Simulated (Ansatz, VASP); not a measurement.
# B2O: VASP beside Ansatz

```
B O
1.0
     2.54535    0.00000    0.00000
    -1.27268    2.20434    0.00000
     0.00000    0.00000    9.66115
B O
4 2
Direct
  0.00000 0.00000 0.40975
  0.00000 0.00000 0.59025
  0.66667 0.33333 0.02942
  0.33333 0.66667 0.97058
  0.66667 0.33333 0.35233
  0.33333 0.66667 0.64767
```

Alike in both runs: functional PBE; dispersion D3(BJ); k mesh 18 × 18 × 4; occupations gaussian, width 0.1 eV; no spin polarisation.

Ansatz relaxed the structure, and its values are those at the end. VASP's run is a single point on that final structure, the one shown.

```csv
,VASP,Ansatz
version,VASP 6.6.1,Ansatz 0.2.0
potentials or method,"VASP PAW PBE potentials, release 64 (B, O), cutoff 520 eV","scalar-relativistic, plane waves, PAW"
valence electrons in the cell,24,24
```

```csv
,VASP,Ansatz,Ansatz less VASP
gap on the k mesh at the Fermi level (eV),none,none,-
pressure (GPa),0.3,0.0,-0.28
rms of the force components (eV/Å),0.007,0.001,-0.0060
```

A gap of «none» marks a metal or a gap that the smearing closes.
